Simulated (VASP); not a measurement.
# TiBr (Fm-3m) in VASP: further runs

The runs below take TiBr through single point, with PBE.

All numbers are computed with VASP 6.6.1; they aren't measurements. Logs are shortened: lines on timing, memory, paths and dates and some standing lists are left out, and cuts for length are marked.

**1. The cell of the first run**

Symmetry: Fm-3m, No. 225, cubic system. Conventional cell: a = 5.491 Å, b = 5.491 Å, c = 5.491 Å, α = 90.00°, β = 90.00°, γ = 90.00°. Within 3.6 Å of Ti (site symmetry m-3m) lie 6 Br at 2.75 Å. Br (site symmetry m-3m) has 6 Ti at 2.75 Å within 3.6 Å.

The cell was generated, and may not be a known phase.

**2. Single point, PBE, collinear spin**

INCAR reads:

```
SYSTEM = TiBr
  PREC = Accurate
  ENCUT = 520
  EDIFF = 1E-6
  ISMEAR = 0
  SIGMA = 0.1
  LREAL = .False.
  LASPH = .True.
  NELM = 150
  ALGO = Normal
  ISIF = 2
  LWAVE = .False.
  LCHARG = .False.
  ISPIN = 2
  MAGMOM = 1 0
  LORBIT = 11
  LMAXMIX = 4
  GGA = PE
  NBANDS = 20
```

KPOINTS reads:

```
regular mesh
0
Gamma
  6 6 6
  0 0 0
```

POSCAR reads:

```
TiBr
1.0
    0.0000000000      2.7456263700      2.7456263700
    2.7456263700      0.0000000000      2.7456263700
    2.7456263700      2.7456263700      0.0000000000
Ti Br
1 1
Direct
    0.5000000000      0.5000000000      0.5000000000
    0.0000000000      0.0000000000      0.0000000000
```

Potentials or basis: VASP PAW PBE potentials, release 64 (Ti_sv, Br).

On the command line:

```console
cat potpaw_PBE.64/Ti_sv/POTCAR potpaw_PBE.64/Br/POTCAR > POTCAR
mpirun -np 1 vasp_std > vasp.out
```

OUTCAR:

```text
SYSTEM = TiBr
   PREC = Accurate
   ENCUT = 520
   EDIFF = 1E-6
   ISMEAR = 0
   LREAL = .False.
   LASPH = .True.
   NELM = 150
   ISIF = 2
   ISPIN = 2
   LORBIT = 11
   GGA = PE

 ion  position               nearest neighbor table
   1  0.500  0.500  0.500-   2 2.75   2 2.75   2 2.75   2 2.75   2 2.75   2 2.75
   2  0.000  0.000  0.000-   1 2.75   1 2.75   1 2.75   1 2.75   1 2.75   1 2.75

  LATTYP: Found a face centered cubic cell.
 ALAT       =     5.4912527400

  Lattice vectors:

 A1 = (   0.0000000000,   2.7456263700,   2.7456263700)
 A2 = (   2.7456263700,   0.0000000000,   2.7456263700)
 A3 = (   2.7456263700,   2.7456263700,   0.0000000000)

Analysis of symmetry for initial positions (statically):
=====================================================================
 Subroutine PRICEL returns:
 Original cell was already a primitive cell.

 Routine SETGRP: Setting up the symmetry group for a
 face centered cubic supercell.

 Subroutine GETGRP returns: Found 48 space group operations
 (whereof 48 operations were pure point group operations)
 out of a pool of 48 trial point group operations.

The static configuration has the point symmetry O_h .

Analysis of symmetry for dynamics (positions and initial velocities):
=====================================================================
 Subroutine PRICEL returns:
 Original cell was already a primitive cell.

 Routine SETGRP: Setting up the symmetry group for a
 face centered cubic supercell.

 Subroutine GETGRP returns: Found 48 space group operations
 (whereof 48 operations were pure point group operations)
 out of a pool of 48 trial point group operations.

The dynamic configuration has the point symmetry O_h .

Analysis of structural, dynamic, and magnetic symmetry:
=====================================================================
 Subroutine PRICEL returns:
 Original cell was already a primitive cell.

 Routine SETGRP: Setting up the symmetry group for a
 face centered cubic supercell.

 Subroutine GETGRP returns: Found 48 space group operations
 (whereof 48 operations were pure point group operations)
 out of a pool of 48 trial point group operations.

The overall configuration has the point symmetry O_h .

 Subroutine INISYM returns: Found 48 space group operations
 (whereof 48 operations are pure point group operations),
 and found     1 'primitive' translations

----------------------------------------------------------------------------------------

                                     Primitive cell

  volume of cell :      41.3956

  direct lattice vectors                    reciprocal lattice vectors
     0.000000000  2.745626370  2.745626370    -0.182107808  0.182107808  0.182107808
     2.745626370  0.000000000  2.745626370     0.182107808 -0.182107808  0.182107808
     2.745626370  2.745626370  0.000000000     0.182107808  0.182107808 -0.182107808

  length of vectors
     3.882902050  3.882902050  3.882902050     0.315419976  0.315419976  0.315419976

  position of ions in fractional coordinates (direct lattice)
     0.500000000  0.500000000  0.500000000
     0.000000000  0.000000000  0.000000000

  ion indices of the primitive-cell ions
   primitive index   ion index
                 1           1
                 2           2

----------------------------------------------------------------------------------------

 KPOINTS: regular mesh

Automatic generation of k-mesh.
 Grid dimensions read from file:
 generate k-points for:    6    6    6

 Generating k-lattice:

  Cartesian coordinates                     Fractional coordinates (reciprocal lattice)
    -0.030351301  0.030351301  0.030351301     0.166666667  0.000000000  0.000000000
     0.030351301 -0.030351301  0.030351301     0.000000000  0.166666667  0.000000000
     0.030351301  0.030351301 -0.030351301     0.000000000  0.000000000  0.166666667

  Length of vectors
     0.052569996  0.052569996  0.052569996

  Shift w.r.t. Gamma in fractional coordinates (k-lattice)
     0.000000000  0.000000000  0.000000000

 Subroutine IBZKPT returns following result:
 ===========================================

 Found     16 irreducible k-points:

 Following reciprocal coordinates:
            Coordinates               Weight
  0.000000  0.000000  0.000000      1.000000
  0.166667  0.000000  0.000000      8.000000
  0.333333  0.000000  0.000000      8.000000
  0.500000  0.000000  0.000000      4.000000
  0.166667  0.166667  0.000000      6.000000
  0.333333  0.166667  0.000000     24.000000
[... 8 lines left out ...]
 -0.333333  0.333333  0.166667     24.000000
 -0.333333  0.500000  0.166667     12.000000
   k-points           NKPTS =     16   k-points in BZ     NKDIM =     16   number of bands    NBANDS=     20
   number of dos      NEDOS =    301   number of ions     NIONS =      2
   total plane-waves  NPLWV =  27000
   dimension x,y,z NGX =    30 NGY =   30 NGZ =   30
   dimension x,y,z NGXF=    60 NGYF=   60 NGZF=   60
   ions per type =               1   1
   NGX,Y,Z   is equivalent  to a cutoff of  12.84, 12.84, 12.84 a.u.
   NGXF,Y,Z  is equivalent  to a cutoff of  25.69, 25.69, 25.69 a.u.
 SYSTEM =  TiBr
   PREC   = accura    normal or accurate (medium, high low for compatibility)
   ISTART =      0    job   : 0-new  1-cont  2-samecut
   ICHARG =      2    charge: 1-file 2-atom 10-const
   ISPIN  =      2    spin polarized calculation?
   LNONCOLLINEAR =      F non collinear calculations
   LSORBIT =      F    spin-orbit coupling
   LASPH  =      T    aspherical Exc in radial PAW
   ENCUT  =  520.0 eV  38.22 Ry    6.18 a.u.   7.22  7.22  7.22*2*pi/ulx,y,z
   NELM   =    150;   NELMIN=  2; NELMDL= -5     # of ELM steps
   EDIFF  = 0.1E-05   stopping-criterion for ELM
   LREAL  =      F    real-space projection
   EDIFFG = 0.1E-04   stopping-criterion for IOM
   NSW    =      0    number of steps for IOM
   IBRION =     -1    ionic relax: 0-MD 1-quasi-New 2-CG
   NFREE  =      0    steps in history (QN), initial steepest desc. (CG)
   ISIF   =      2    stress and relaxation
   ISYM   =      2    0-nonsym 1-usesym 2-fastsym
   POTIM  = 0.5000    time-step for ionic-motion
   TEBEG  =    0.0;   TEEND  =   0.0 temperature during run
   PSTRESS=    0.0 pullay stress
   NELECT =      19.0000    total number of electrons
   NUPDOWN=      -1.0000    fix difference up-down
   EMIN   =  10.00;   EMAX   =-10.00  energy-range for DOS
   EFERMI =   0.00;   METHOD = LEGACY
   ISMEAR =     0;   SIGMA  =   0.10  broadening in eV -4-tet -1-fermi 0-gaus
   EFERMI_NEDOS =   21; number of points for ismear=-14 and -15
   IALGO  =     38    algorithm
   IMIX   =      4    mixing-type and parameters
     AMIX     =   0.40;   BMIX     =  1.00
     AMIX_MAG =   1.60;   BMIX_MAG =  1.00
  volume/ion in A,a.u.               =      20.70       139.68
  Fermi-wavevector in a.u.,A,eV,Ry     =   1.262819  2.386383 21.697387  1.594713
  Thomas-Fermi vector in A             =   2.396208
   LORBIT       =     11    0 simple, 1 ext, 2 COOP (PROOUT), +10 PAW based schemes
   GGA     = PE    functional components
   LHFCALC =     F    Hartree Fock is set to
   AEXX    =    0.0000 exact exchange contribution
   IVDW    =     0    specifies the selected vdW correction
   LEPSILON=     F    determine dielectric tensor
   LRPA    =     F    only Hartree local field effects (RPA)
 spin polarized calculation
 Gauss-broadening in eV      SIGMA  =   0.10
  energy-cutoff  :      520.00
  volume of cell :       41.40
 maximum number of plane-waves:      1139
 NGX is ok and might be reduce to    30
   NGX = 15   NGY = 15   NGZ = 15

 number of electron      18.9999992 magnetization       1.9672454

 Free energy of the ion-electron system (eV)
  ---------------------------------------------------
  ext. energy  EPLUGINS =         0.00000000
  ---------------------------------------------------
  free energy    TOTEN  =        -9.14324595 eV

  energy without entropy =       -9.12087015  energy(sigma->0) =       -9.13205805

 E-fermi :   8.1405     XC(G=0): -10.3590

 val. band max:        8.1392813942   @ k =   0.3333   0.3333   0.0000
 cond. band min:       8.1590112014   @ k =   0.5000   0.0000   0.0000
 fundamental gap:      0.0197298072
 Fermi energy:         8.1404968455

 spin component 1

 k-point     1 :       0.0000    0.0000    0.0000
  band No.  band energies     occupation
      1     -49.7843      1.00000
      2     -26.1358      1.00000
      3     -26.1358      1.00000
      4     -26.1358      1.00000
      5     -10.9214      1.00000
      6       2.6516      1.00000
[... 12 lines left out ...]
     19      19.1770      0.00000
     20      19.1770      0.00000
[... 323 lines left out ...]
 k-point    16 :      -0.3333    0.5000    0.1667
  band No.  band energies     occupation
      1     -49.7801      1.00000
      2     -26.1697      1.00000
      3     -26.1579      1.00000
      4     -26.1533      1.00000
      5     -10.2396      1.00000
      6       0.1993      1.00000
[... 12 lines left out ...]
     19      19.3357      0.00000
     20      19.9819      0.00000
 Fermi energy:         8.1404968455

 spin component 2

 k-point     1 :       0.0000    0.0000    0.0000
  band No.  band energies     occupation
      1     -48.3617      1.00000
      2     -24.7083      1.00000
      3     -24.7083      1.00000
      4     -24.7083      1.00000
      5     -10.8388      1.00000
      6       2.7184      1.00000
[... 12 lines left out ...]
     19      20.0761      0.00000
     20      20.0762      0.00000
[... 323 lines left out ...]
 k-point    16 :      -0.3333    0.5000    0.1667
  band No.  band energies     occupation
      1     -48.3573      1.00000
      2     -24.7443      1.00000
      3     -24.7318      1.00000
      4     -24.7272      1.00000
      5     -10.1978      1.00000
      6       0.4299      1.00000
[... 12 lines left out ...]
     19      19.7933      0.00000
     20      20.0657      0.00000

------------------------ aborting loop because EDIFF is reached ----------------------------------------

  FORCE on cell =-STRESS in cart. coord.  units (eV):
  Direction    XX          YY          ZZ          XY          YZ          ZX
  --------------------------------------------------------------------------------------
  -------------------------------------------------------------------------------------
  Total       -0.1702216     -0.1702216     -0.1702216      0.0000000      0.0000000      0.0000000
  in kB       -6.5882616     -6.5882616     -6.5882616      0.0000000      0.0000000      0.0000000
  external PRESSURE =      -6.5882616 kB  Pullay stress =       0.0000000 kB

 VOLUME and BASIS-vectors are now :
 -----------------------------------------------------------------------------
  energy-cutoff  :      520.00
  volume of cell :       41.40
      direct lattice vectors                 reciprocal lattice vectors
     0.000000000  2.745626370  2.745626370    -0.182107808  0.182107808  0.182107808
     2.745626370  0.000000000  2.745626370     0.182107808 -0.182107808  0.182107808
     2.745626370  2.745626370  0.000000000     0.182107808  0.182107808 -0.182107808

 POSITION                                       TOTAL-FORCE (eV/Angst)
 -----------------------------------------------------------------------------------
      2.74563      2.74563      2.74563        -0.000000      0.000000      0.000000
      0.00000      0.00000      0.00000         0.000000     -0.000000      0.000000
 -----------------------------------------------------------------------------------
    total drift:                                0.000000      0.000000      0.000000

  FREE ENERGIE OF THE ION-ELECTRON SYSTEM (eV)
  ---------------------------------------------------
  free  energy   TOTEN  =        -9.1432459545 eV

  energy  without entropy=       -9.1208701508  energy(sigma->0) =       -9.13205805

 total charge

# of ion       s       p       d       tot
------------------------------------------
    1        2.096   6.009   2.163  10.268
    2        1.606   3.217   0.090   4.913
--------------------------------------------------
tot          3.703   9.226   2.253  15.181

 magnetization (x)

# of ion       s       p       d       tot
------------------------------------------
    1        0.026   0.010   1.455   1.491
    2        0.008  -0.028   0.038   0.019
--------------------------------------------------
tot          0.034  -0.018   1.493   1.509
```

Run time: 1.8 min. Hardware: 1 thread of Intel Xeon Platinum 8375C at 2.90GHz (Ice Lake), shared host; peak memory 0.19 GiB.

Results:

```yaml
Free_energy: -9.1432 eV
Pressure: -0.7 GPa
Net_moment: 1.97 μB per cell
Site_moments: Ti +1.49; Br +0.02 μB
Valence_electrons_inside_the_program's_atomic_spheres: Ti 10.27; Br 4.91
```

Levels at points of the mesh, in eV from the Fermi level:
Spin up:
```csv
k point,band 7,band 8,band 9,band 10,band 11,band 12,band 13,band 14,band 15,band 16
"(0.00, 0.00, 0.00)",-5.49,-5.49,-1.37,-1.37,-1.37,-1.15,-0.93,-0.93,7.14,8.03
"(0.50, 0.00, 0.00)",-6.68,-6.68,-0.04,-0.04,0.02,0.46,1.88,1.88,4.17,4.17
"(0.50, 0.50, 0.00)",-6.52,-6.52,-2.76,-0.33,0.34,0.34,0.40,0.56,5.90,6.59
```
Spin down:
```tsv
k point	band 5	band 6	band 7	band 8	band 9	band 10	band 11	band 12	band 13	band 14
(0.00, 0.00, 0.00)	-18.98	-5.42	-5.42	-5.42	-0.41	-0.12	-0.12	-0.12	0.16	0.16
(0.50, 0.00, 0.00)	-18.36	-8.61	-6.46	-6.46	1.02	1.41	1.44	1.44	2.97	2.97
(0.50, 0.50, 0.00)	-18.38	-7.99	-6.38	-6.38	-1.73	0.82	1.32	1.73	1.88	1.88
```

Caveat: semilocal functionals often make such compounds metallic where correlation or magnetic order opens a gap, which also shifts bond lengths.

**3. Single point, PBE, collinear spin**

This run uses another cell than the first one, of 20.10 Å³/atom.

INCAR reads:

```
SYSTEM = TiBr
PREC = Accurate
ENCUT = 520
EDIFF = 1E-6
ISMEAR = 0
SIGMA = 0.1
LREAL = .FALSE.
LASPH = .TRUE.
NELM = 150
ALGO = Normal
ISIF = 2
LWAVE = .FALSE.
LCHARG = .FALSE.
ISPIN = 2
MAGMOM = 1.63 0
LORBIT = 11
LMAXMIX = 4
GGA = PE
NBANDS = 20
```

KPOINTS reads:

```
regular mesh
0
G
  18 18 18
  0 0 0
```

POSCAR reads:

```
TiBr
1.0
    0.0000000000      2.7187922916      2.7187922916
    2.7187922916      0.0000000000      2.7187922916
    2.7187922916      2.7187922916      0.0000000000
Ti Br
1 1
Direct
    0.5000000000      0.5000000000      0.5000000000
    0.0000000000      0.0000000000      0.0000000000
```

Potentials or basis: VASP PAW PBE potentials, release 64 (Ti_sv, Br).

On the command line:

```console
cat potpaw_PBE.64/Ti_sv/POTCAR potpaw_PBE.64/Br/POTCAR > POTCAR
mpirun -np 1 vasp_std > vasp.out
```

It took 8.7 min on 1 thread of Intel Xeon Platinum 8375C at 2.90GHz (Ice Lake), shared host; peak memory 0.36 GiB.

It converged, with:

| Item | Value |
| --- | --- |
| Free energy | -9.1344 eV |
| Pressure | 0.0 GPa |
| Net moment | 1.66 μB per cell |
| Site moments | Ti +1.27; Br +0.02 μB |
| Valence electrons inside the program's atomic spheres | Ti 10.27; Br 4.93 |

Levels at points of the mesh, in eV from the Fermi level:
Spin up:
| k point | band 8 | band 9 | band 10 | band 11 | band 12 | band 13 |
| --- | --- | --- | --- | --- | --- | --- |
| (0.00, 0.00, 0.00) | -5.45 | -1.36 | -1.36 | -1.36 | -0.92 | -0.92 |
| (0.50, 0.00, 0.00) | -6.71 | 0.03 | 0.03 | 0.11 | 0.58 | 2.02 |
| (0.50, 0.50, 0.00) | -6.51 | -2.79 | -0.30 | 0.42 | 0.42 | 0.58 |
Spin down:
```csv
k point,band 6,band 7,band 8,band 9,band 10,band 11,band 12,band 13
"(0.00, 0.00, 0.00)",-5.39,-5.39,-5.39,-0.31,-0.31,-0.31,-0.30,0.01
"(0.50, 0.00, 0.00)",-8.74,-6.52,-6.52,1.03,1.28,1.28,1.29,2.96
"(0.50, 0.50, 0.00)",-8.08,-6.39,-6.39,-1.93,0.68,1.35,1.66,1.73
```

Caveat: semilocal functionals often make such compounds metallic where correlation or magnetic order opens a gap, which also shifts bond lengths.
